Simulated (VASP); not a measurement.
# Ca (Im-3m) in VASP: a series of runs

Aim: see how the results for Ca move with the level of theory and the settings. Levels: RPBE, PBE0, pbe exchange, lyp correlation. Tasks: single point.

All numbers are computed with VASP 6.6.1; they aren't measurements. Logs are shortened: lines on timing, memory, paths and dates and some standing lists are left out, and cuts for length are marked.

## 1. The cell of the first run

The structure is cubic, space group Im-3m (No. 229). Conventional cell: a = 4.480 Å, b = 4.480 Å, c = 4.480 Å, α = 90.00°, β = 90.00°, γ = 90.00°. Ca (site symmetry m-3m) has 14 Ca at 3.88 to 4.48 Å within 5.1 Å.

This isn't the form of Ca at room conditions, which is fcc.

## 2. Single point, RPBE

Input file INCAR:

```
GGA = RP
ISMEAR = 1
SIGMA = 0.1
LWAVE = False
LCHARG = False
ISIF = 2
PREC = Accurate
LASPH = True
LREAL = False
ALGO = Normal
EDIFF = 1E-6
NELM = 120
GGA_COMPAT = False
ENCUT = 400
```

Input file KPOINTS:

```
k-points
0
Gamma
  10 10 10
```

Input file POSCAR:

```
Ca
1.0
   -2.2400000000      2.2400000000      2.2400000000
    2.2400000000     -2.2400000000      2.2400000000
    2.2400000000      2.2400000000     -2.2400000000
Ca
1
Direct
    0.0000000000      0.0000000000      0.0000000000
```

Potentials or basis: VASP PAW PBE potentials, release 64 (Ca_sv).

Run with:

```bash
$ cat potpaw_PBE.64/Ca_sv/POTCAR > POTCAR
$ mpirun -np 1 vasp_std > vasp.out
```

OUTCAR:

```text
GGA = RP
   ISMEAR = 1
   ISIF = 2
   PREC = Accurate
   LASPH = True
   LREAL = False
   EDIFF = 1E-6
   NELM = 120
   ENCUT = 400

 Found     47 irreducible k-points:

 Following reciprocal coordinates:
            Coordinates               Weight
  0.000000  0.000000  0.000000      1.000000
  0.100000  0.000000  0.000000     12.000000
  0.200000  0.000000  0.000000     12.000000
  0.300000  0.000000  0.000000     12.000000
  0.400000  0.000000  0.000000     12.000000
  0.500000  0.000000  0.000000      6.000000
   k-points           NKPTS =     47   k-points in BZ     NKDIM =     47   number of bands    NBANDS=      9
   number of dos      NEDOS =    301   number of ions     NIONS =      1
   total plane-waves  NPLWV =  21952
   dimension x,y,z NGX =    28 NGY =   28 NGZ =   28
   dimension x,y,z NGXF=    56 NGYF=   56 NGZF=   56
   ions per type =               1
   NGX,Y,Z   is equivalent  to a cutoff of  12.00, 12.00, 12.00 a.u.
   NGXF,Y,Z  is equivalent  to a cutoff of  24.00, 24.00, 24.00 a.u.
 SYSTEM =  unknown system
   PREC   = accura    normal or accurate (medium, high low for compatibility)
   ISTART =      0    job   : 0-new  1-cont  2-samecut
   ICHARG =      2    charge: 1-file 2-atom 10-const
   ISPIN  =      1    spin polarized calculation?
   LNONCOLLINEAR =      F non collinear calculations
   LSORBIT =      F    spin-orbit coupling
   LASPH  =      T    aspherical Exc in radial PAW
   ENCUT  =  400.0 eV  29.40 Ry    5.42 a.u.   6.33  6.33  6.33*2*pi/ulx,y,z
   NELM   =    120;   NELMIN=  2; NELMDL= -5     # of ELM steps
   EDIFF  = 0.1E-05   stopping-criterion for ELM
   LREAL  =      F    real-space projection
   EDIFFG = 0.1E-04   stopping-criterion for IOM
   NSW    =      0    number of steps for IOM
   IBRION =     -1    ionic relax: 0-MD 1-quasi-New 2-CG
   NFREE  =      0    steps in history (QN), initial steepest desc. (CG)
   ISIF   =      2    stress and relaxation
   ISYM   =      2    0-nonsym 1-usesym 2-fastsym
   POTIM  = 0.5000    time-step for ionic-motion
   TEBEG  =    0.0;   TEEND  =   0.0 temperature during run

   SCALEE = 1.0000    scale energy and forces
   PSTRESS=    0.0 pullay stress
   NELECT =      10.0000    total number of electrons
   NUPDOWN=      -1.0000    fix difference up-down
   EMIN   =  10.00;   EMAX   =-10.00  energy-range for DOS
   EFERMI =   0.00;   METHOD = LEGACY
   ISMEAR =     1;   SIGMA  =   0.10  broadening in eV -4-tet -1-fermi 0-gaus
   EFERMI_NEDOS =   21; number of points for ismear=-14 and -15
   IALGO  =     38    algorithm
   IMIX   =      4    mixing-type and parameters
     AMIX     =   0.40;   BMIX     =  1.00
     AMIX_MAG =   1.60;   BMIX_MAG =  1.00
  volume/ion in A,a.u.               =      44.96       303.39
  Fermi-wavevector in a.u.,A,eV,Ry     =   0.991913  1.874443 13.386649  0.983891
  Thomas-Fermi vector in A             =   2.123688
   LORBIT       =      0    0 simple, 1 ext, 2 COOP (PROOUT), +10 PAW based schemes
   GGA     = RP    functional components
   LHFCALC =     F    Hartree Fock is set to
   AEXX    =    0.0000 exact exchange contribution
   IVDW    =     0    specifies the selected vdW correction
   LEPSILON=     F    determine dielectric tensor
   LRPA    =     F    only Hartree local field effects (RPA)

   CSHIFT  =0.1000    complex shift for real part using Kramers Kronig

   OMEGAMAX=  -1.0    maximum frequency
 non-spin polarized calculation
 Methfessel and Paxton  Order N= 1 SIGMA  =   0.10
  energy-cutoff  :      400.00
  volume of cell :       44.96
 maximum number of plane-waves:       856
 NGX is ok and might be reduce to    28
   NGX = 13   NGY = 13   NGZ = 13

 number of electron      10.0000000 magnetization

 number of electron       9.9999997 magnetization

 Free energy of the ion-electron system (eV)
  ---------------------------------------------------
  ext. energy  EPLUGINS =         0.00000000
  ---------------------------------------------------
  free energy    TOTEN  =        -1.73083276 eV

  energy without entropy =       -1.73032118  energy(sigma->0) =       -1.73066223

 E-fermi :   1.8768     XC(G=0):  -7.4235

 val. band max:        1.8737195892   @ k =  -0.4000  -0.4000   0.1000
 cond. band min:       1.8828600819   @ k =   0.5000   0.5000   0.3000
 fundamental gap:      0.0091404928
 Fermi energy:         1.8767796543

 k-point     1 :       0.0000    0.0000    0.0000
  band No.  band energies     occupation
      1     -40.4813      2.00000
      2     -21.3427      2.00000
      3     -21.3427      2.00000
      4     -21.3427      2.00000
      5      -2.0786      2.00000
      6       4.1187      0.00000
      7       4.1187      0.00000
      8       4.1187      0.00000
      9       5.0946      0.00000

 k-point     2 :       0.1000    0.0000    0.0000
  band No.  band energies     occupation
      1     -40.4803      2.00000
      2     -21.3532      2.00000
      3     -21.3463      2.00000
      4     -21.3427      2.00000
      5      -1.9079      2.00000
      6       4.0157      0.00000
      7       4.0449      0.00000
      8       4.2439      0.00000
      9       4.9915      0.00000

 k-point     3 :       0.2000    0.0000    0.0000
  band No.  band energies     occupation
      1     -40.4777      2.00000
      2     -21.3806      2.00000
      3     -21.3556      2.00000
      4     -21.3426      2.00000
      5      -1.4111      2.00000
      6       3.6917     -0.00000
      7       3.7668     -0.00000
      8       4.6053      0.00000
      9       4.8999      0.00000

 k-point     4 :       0.3000    0.0000    0.0000
  band No.  band energies     occupation
      1     -40.4744      2.00000
      2     -21.4141      2.00000
      3     -21.3670      2.00000
      4     -21.3425      2.00000
      5      -0.6383      2.00000
      6       3.0798     -0.00000
      7       3.4924     -0.00000
      8       4.9676      0.00000
      9       5.1748      0.00000

 k-point     5 :       0.4000    0.0000    0.0000
  band No.  band energies     occupation
      1     -40.4717      2.00000
      2     -21.4409      2.00000
      3     -21.3762      2.00000
      4     -21.3424      2.00000
      5       0.3050      2.00000
      6       2.3634     -0.00000
      7       3.2912     -0.00000
      8       5.0144      0.00000
      9       5.2950      0.00000

 k-point     6 :       0.5000    0.0000    0.0000
  band No.  band energies     occupation
      1     -40.4707      2.00000
      2     -21.4511      2.00000
      3     -21.3798      2.00000
      4     -21.3424      2.00000
      5       1.0212      2.00000
      6       1.7667      2.06537
      7       3.2185     -0.00000
      8       4.9964      0.00000
      9       5.3453      0.00000

 [... further k-points ...]

------------------------ aborting loop because EDIFF is reached ----------------------------------------

  FORCE on cell =-STRESS in cart. coord.  units (eV):
  Direction    XX          YY          ZZ          XY          YZ          ZX
  --------------------------------------------------------------------------------------
  -------------------------------------------------------------------------------------
  Total       -0.0359307     -0.0359307     -0.0359307     -0.0000000     -0.0000000      0.0000000
  in kB       -1.2804779     -1.2804779     -1.2804779     -0.0000000     -0.0000000      0.0000000
  external PRESSURE =      -1.2804779 kB  Pullay stress =       0.0000000 kB

 VOLUME and BASIS-vectors are now :
 -----------------------------------------------------------------------------
  energy-cutoff  :      400.00
  volume of cell :       44.96
      direct lattice vectors                 reciprocal lattice vectors
    -2.240000000  2.240000000  2.240000000     0.000000000  0.223214286  0.223214286
     2.240000000 -2.240000000  2.240000000     0.223214286  0.000000000  0.223214286
     2.240000000  2.240000000 -2.240000000     0.223214286  0.223214286  0.000000000

 POSITION                                       TOTAL-FORCE (eV/Angst)
 -----------------------------------------------------------------------------------
      0.00000      0.00000      0.00000         0.000000      0.000000      0.000000
 -----------------------------------------------------------------------------------
    total drift:                               -0.000000     -0.000000     -0.000000

  FREE ENERGIE OF THE ION-ELECTRON SYSTEM (eV)
  ---------------------------------------------------
  free  energy   TOTEN  =        -1.7308327551 eV

  energy  without entropy=       -1.7303211797  energy(sigma->0) =       -1.73066223
```

Wall time 21 s (1 thread of Intel Xeon Platinum 8375C at 2.90GHz (Ice Lake), shared host); peak memory 0.15 GiB.

What came out:

| Quantity | Value |
| --- | --- |
| Free energy | -1.7308 eV |
| Pressure | -0.1 GPa |
| Band gap on the k mesh | zero (bands 5 and 6 overlap by 0.30 eV) |

Levels at points of the mesh, in eV from the Fermi level:
```
           k point  band 2  band 3  band 4  band 5  band 6  band 7  band 8  band 9
(0.00, 0.00, 0.00)  -23.22  -23.22  -23.22   -3.96    2.24    2.24    2.24    3.22
(0.50, 0.00, 0.00)  -23.33  -23.26  -23.22   -0.86   -0.11    1.34    3.12    3.47
(0.50, 0.50, 0.50)  -23.30  -23.30  -23.30    0.11    0.11    3.68    3.68    3.68
```

Caveat: the PAW data sets were made with another functional, which shifts forces and pressure a little.

## 3. Single point, PBE0

POSCAR is that of step 2.

Input file INCAR.step1:

```
PREC = Accurate ; ENCUT = 400
EDIFF = 1E-5 ; ISMEAR = -1
SIGMA = 0.1 ; LREAL = False
LASPH = True ; NELM = 120
ALGO = Normal ; ISIF = 2
LWAVE = True ; LCHARG = False
GGA = PE ; NBANDS = 11
GGA_COMPAT = False
```

Input file INCAR.step2:

```
PREC = Accurate ; ENCUT = 400
EDIFF = 1E-6 ; ISMEAR = -1
SIGMA = 0.1 ; LREAL = False
LASPH = True ; NELM = 120
ALGO = Normal ; ISIF = 2
LWAVE = False ; LCHARG = False
GGA = PE ; LHFCALC = True
AEXX = 0.25 ; PRECFOCK = Normal
ISTART = 1 ; NBANDS = 11
GGA_COMPAT = False
```

Input file KPOINTS:

```
regular mesh
0
Gamma
  6 6 6
```

Potentials or basis: VASP PAW PBE potentials, release 64 (Ca_sv).

Run with:

```bash
$ cat potpaw_PBE.64/Ca_sv/POTCAR > POTCAR
$ cp INCAR.step1 INCAR
$ mpirun -np 1 vasp_std > vasp.out
$ cp INCAR.step2 INCAR
$ mpirun -np 1 vasp_std > vasp.out
```

It took 11 min on 1 thread of Intel Xeon Platinum 8375C at 2.90GHz (Ice Lake), shared host; peak memory 0.17 GiB.

The run converged. Its results:

```
Free energy            : -1.8176 eV
Pressure               : -0.2 GPa
Band gap on the k mesh : zero (bands 5 and 6 overlap by 1.39 eV)
```

Levels at points of the mesh, in eV from the Fermi level:
```csv
k point,band 2,band 3,band 4,band 5,band 6,band 7,band 8,band 9
"(0.00, 0.00, 0.00)",-25.83,-25.83,-25.83,-5.33,3.40,3.40,3.40,4.51
"(0.50, 0.00, 0.00)",-25.95,-25.87,-25.83,-1.25,-0.63,2.32,4.35,4.82
"(0.50, 0.50, 0.50)",-25.92,-25.92,-25.92,0.76,0.76,4.23,4.23,4.23
```

Caveat: the PAW data sets were made with another functional, which shifts forces and pressure a little.

## 4. Single point, pbe exchange, lyp correlation (51.70 Å³/atom)

This run uses another cell than the first one, of 51.70 Å³/atom.

Input file INCAR:

```
SYSTEM = Ca
  PREC = Accurate
  ENCUT = 500
  EDIFF = 1E-6
  ISMEAR = -1
  SIGMA = 0.025
  LREAL = .False.
  LASPH = .True.
  NELM = 120
  ALGO = Normal
  ISIF = 2
  LWAVE = .False.
  LCHARG = .True.
  GGA = LIBXC
  LIBXC1 = GGA_X_PBE
  LIBXC2 = GGA_C_LYP
  LELF = .True.
  LVHAR = .True.
  NBANDS = 11
  GGA_COMPAT = .False.
```

Input file KPOINTS:

```
Automatic mesh
0
Gamma
  8 8 8
  0 0 0
```

Input file POSCAR:

```
Ca
1.0
   -2.3468246000      2.3468246000      2.3468246000
    2.3468246000     -2.3468246000      2.3468246000
    2.3468246000      2.3468246000     -2.3468246000
Ca
1
Direct
    0.0000000000      0.0000000000      0.0000000000
```

Run with:

```bash
$ cat potpaw_PBE.64/Ca_sv/POTCAR > POTCAR
$ mpirun -np 1 vasp_std > vasp.out
```

It took 9.6 s on 1 thread of Intel Xeon 6975P-C (Granite Rapids), shared host; peak memory 0.16 GiB.

Results (log left out):

| Item | Value |
| --- | --- |
| Free energy | -1.2298 eV |
| Pressure | -2.3 GPa |
| Band gap on the k mesh | zero (bands 5 and 6 overlap by 0.36 eV) |

Levels at points of the mesh, in eV from the Fermi level:
| k point | band 3 | band 4 | band 5 | band 6 | band 7 | band 8 |
| --- | --- | --- | --- | --- | --- | --- |
| (0.00, 0.00, 0.00) | -23.54 | -23.54 | -3.68 | 1.81 | 1.81 | 1.81 |
| (0.50, 0.00, 0.00) | -23.57 | -23.54 | -0.86 | -0.05 | 1.10 | 2.52 |
| (0.50, 0.50, 0.50) | -23.59 | -23.59 | 0.17 | 0.17 | 3.23 | 3.23 |

Caveat: the PAW data sets were made with another functional, which shifts forces and pressure a little.

## 5. The runs side by side

```csv
level,cell,k mesh,cutoff (eV),smearing,tolerance level,purpose,start,dipole correction,grid for exact exchange (PRECFOCK),gap on the mesh (eV),pressure (GPa)
RPBE,"a = 3.880 Å, angles 109.5°, 1 atom",10 × 10 × 10,400,methfessel-paxton 0.1 eV,tight,restart,from scratch,-,-,none,-0.1
PBE0,"a = 3.880 Å, angles 109.5°, 1 atom",6 × 6 × 6,400,fermi-dirac 0.1 eV,-,-,-,no,Normal,none,-0.2
"pbe exchange, lyp correlation","a = 4.065 Å, angles 109.5°, 1 atom",8 × 8 × 8,500,fermi-dirac 0.025 eV,-,-,-,no,-,none,-2.3
```

Alike in all rows: task single point; potentials or basis VASP PAW PBE potentials, release 64 (Ca_sv); no spin polarisation.

Caveats: the PAW data sets were made with another functional, which shifts forces and pressure a little.

Absolute energies hang on the potentials; compare differences alone.
